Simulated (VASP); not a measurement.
CuO:

```
Cu O
1.0
     2.34465   -1.71340    0.00000
     2.34465    1.71340    0.00000
    -0.86055    0.00000    5.05944
Cu O
2 2
Direct
  0.49680 0.00320 0.50000
  0.00320 0.49680 0.00000
  0.40560 0.57140 0.75370
  0.57140 0.40560 0.25370
```

Base run:

```yaml
Program: VASP 6.6.1
Functional: PBEsol
Potentials_or_basis: VASP PAW PBE potentials, release 64 (Cu, O)
Cutoff: 520 eV
k_mesh: 10 × 10 × 5
Occupations: fermi-dirac, width 0.05 eV
Spin: no spin polarisation
Hubbard_terms: Cu d U = 2.0 eV
```

Its results: band gap on the k mesh zero (bands 17 and 18 overlap by 0.64 eV); pressure -3.6 GPa; largest force 0.726 eV/Å.

Problem. The run is repeated on the same cell with these changes: hubbard terms from Cu d U = 2.0 eV to Cu d U = 3.0 eV. What comes out?

Solution. Band gap on the k mesh zero (bands 17 and 18 overlap by 0.64 eV); pressure -4.4 GPa; largest force 0.711 eV/Å.

Caveats: the cell stands under tension; the PAW data sets were made with another functional, which shifts forces and pressure a little; U without spin polarisation on a metal has little footing.
